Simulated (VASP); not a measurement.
Fe2Ge: single point with PBEsol+D3(BJ)

Crystal: Fe2Ge.

```
CELL_PARAMETERS angstrom
4.01771 0.00000 0.00000
-2.00885 3.47944 0.00000
0.00000 0.00000 4.86134
ATOMIC_POSITIONS crystal
Fe 0.00000 0.00000 0.00000
Fe 0.00000 0.00000 0.50000
Fe 0.66667 0.33333 0.75000
Fe 0.33333 0.66667 0.25000
Ge 0.66667 0.33333 0.25000
Ge 0.33333 0.66667 0.75000
```

| Item | Value |
| --- | --- |
| Program | VASP 6.6.1 |
| Task | single point |
| Functional | PBEsol |
| Dispersion | D3(BJ) |
| Potentials or basis | VASP PAW PBE potentials, release 64 (Fe, Ge_d) |
| Cutoff | 520 eV |
| k mesh | 7 × 7 × 5 |
| Occupations | fermi-dirac, width 0.15 eV |
| Spin | collinear spin, ferromagnetic start |
| Starting moments | [3.5, 3.5, 3.5, 3.5, 0.0, 0.0] μB |

The pressure is 0.5 GPa and the net moment is 6.33 μB per cell. The site moments are Fe +2.10, +1.11 (each value once); Ge -0.07 μB, the valence electrons inside the program's atomic spheres are Fe 7.31, 7.59 (each value once); Ge 12.63 and the dispersion energy per atom is -0.398 eV.

Stress tensor (GPa, compression positive):
```
0.53 0.00 0.00
0.00 0.53 0.00
0.00 0.00 0.32
```

Levels at points of the mesh, in eV from the Fermi level:
Spin up:
```
           k point  band 30  band 31  band 32  band 33  band 34  band 35  band 36  band 37
(0.00, 0.00, 0.00)    -0.40    -0.40    -0.22     0.43     2.63     3.12     3.13     3.13
```
Spin down:
```
           k point  band 25  band 26  band 27  band 28  band 29  band 30
(0.00, 0.00, 0.00)    -0.27     0.53     0.54     0.54     0.74     0.74
```

Wall time 110 s on 1 thread of Intel(R) Xeon(R) Platinum 8488C (Sapphire Rapids) (shared host), peak memory 0.27 GiB.

Caveat: the PAW data sets were made with another functional, which shifts forces and pressure a little.
